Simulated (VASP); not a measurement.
Wanted: the native input for a VASP 6.6.1 run.

| Quantity | Value |
| --- | --- |
| Task | relaxation of cell and atoms |
| Functional | LDA |
| Potentials or basis | VASP PAW LDA potentials, release 64 (Sn_d, O) |
| Cutoff | 600 eV |
| k mesh | 12 × 12 × 12 |
| Occupations | gaussian, width 0.02 eV |
| Spin | no spin polarisation |
| Dipole correction | no |
| Further INCAR settings | ALGO = Normal; EDIFF = 1e-06; IBRION = 2; EDIFFG = -0.005; NSW = 100; ISIF = 3 |

The structure of SnO2 lies in POSCAR:

```
SnO2
1.0
    1.6030896316      0.9255442303      4.0982257986
   -1.6030896316      0.9255442303      4.0982257986
    0.0000000000     -1.8510884607      4.0982257986
Sn O
1 2
Direct
    0.5000000000      0.5000000000      0.5000000000
    0.2450008693      0.2450008693      0.2450008693
    0.7549991307      0.7549991307      0.7549991307
```

The input as run:

INCAR

```
PREC = Accurate
ENCUT = 600
EDIFF = 1E-6
ISMEAR = 0
SIGMA = 0.02
LREAL = False
LASPH = True
NELM = 100
ALGO = Normal
ISIF = 3
LWAVE = False
LCHARG = False
IBRION = 2
NSW = 100
EDIFFG = -0.005
```

KPOINTS

```
regular mesh
0
Gamma
  12 12 12
```

Potentials or basis: VASP PAW LDA potentials, release 64 (Sn_d, O).

Run with:

```bash
$ cat potpaw_LDA.64/Sn_d/POTCAR potpaw_LDA.64/O/POTCAR > POTCAR
$ mpirun -np 1 vasp_std > vasp.out
```

It gave:

```
Relaxed volume                        : 12.03 Å³/atom
Relaxed cell                          : a = 4.428 Å, b = 4.428 Å, c = 4.428 Å, α = 42.65°, β = 42.65°, γ = 42.65°
Space group after relaxing (to 0.1 Å) : R-3m (No. 166)
Energy gained by relaxing             : 0.6 meV/atom
Ionic steps                           : 12
Pressure after relaxing               : 0.0 GPa
Band gap on the k mesh                : 1.43 eV
```

Caveat: spin-orbit coupling is left out, which moves the levels of the heavy elements.

Wall time 26 min on 1 thread of Intel Xeon 8259CL, on a shared host, peak memory 0.29 GiB.
